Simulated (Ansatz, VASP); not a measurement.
One calculation of HgTe, two programs

INCAR

```
AGGAC = 1.0
AGGAX = 1.0
ALDAC = 0.0
ALDAX = 1.0
ALGO = Normal
EDIFF = 1E-7
ENCUT = 520
GGA = B5
ISIF = 2
ISMEAR = 0
LASPH = True
LCHARG = False
LREAL = False
LWAVE = False
NBANDS = 16
NELM = 80
PREC = Accurate
SIGMA = 0.05
```

File KPOINTS:

```
k-points
0
Gamma
  6 6 6
```

File POSCAR:

```
HgTe
1.0
    0.0000000000      3.4181188512      3.4181188512
    3.4181188512      0.0000000000      3.4181188512
    3.4181188512      3.4181188512      0.0000000000
Hg Te
1 1
Direct
    0.0000000000      0.0000000000      0.0000000000
    0.2500000000      0.2500000000      0.2500000000
```

Input for Ansatz:

```yaml
crystal:
  lattice:
    - [0.0, 3.4181188512, 3.4181188512]
    - [3.4181188512, 0.0, 3.4181188512]
    - [3.4181188512, 3.4181188512, 0.0]
  atoms:
    - { symbol: Hg, position: [0.0, 0.0, 0.0] }
    - { symbol: Te, position: [0.25, 0.25, 0.25] }
basis:
  ecutwfc: 420
  ecutrho_ratio: 4
kpoints:
  mp_grid: { grid: [6, 6, 6] }
hamiltonian:
  xc: blyp
scf:
  occupations: { method: gaussian, width: 0.05 }
output:
  forces: true
  stress: true
  eigenvalues: true
```

Alike in both runs: task single point; functional BLYP; k mesh 6 × 6 × 6; occupations gaussian, width 0.05 eV; no spin polarisation.

|  | VASP | Ansatz |
| --- | --- | --- |
| version | VASP 6.6.1 | Ansatz 0.2.0 |
| potentials or method | VASP PAW PBE potentials, release 64 (Hg, Te), cutoff 520 eV | scalar-relativistic, plane waves, PAW |
| valence electrons in the cell | 18 | 36 |

Ansatz gave:

```
gap on the k mesh at the Fermi level (eV) : none
pressure (GPa)                            : 0.0
```

Q: Estimate VASP's values.

A: gap on the k mesh at the Fermi level (eV): none; pressure (GPa): 0.2.

VASP's potentials were made for PBE, not for BLYP. A gap of «none» marks a metal or a gap that the smearing closes. With one functional, cell and mesh, what is left measures potentials, basis and numerics. VASP's potentials hold 18 valence electrons a cell and Ansatz's 36, so a difference there can come from the potentials and not from the codes.

Spin-orbit coupling is off throughout.
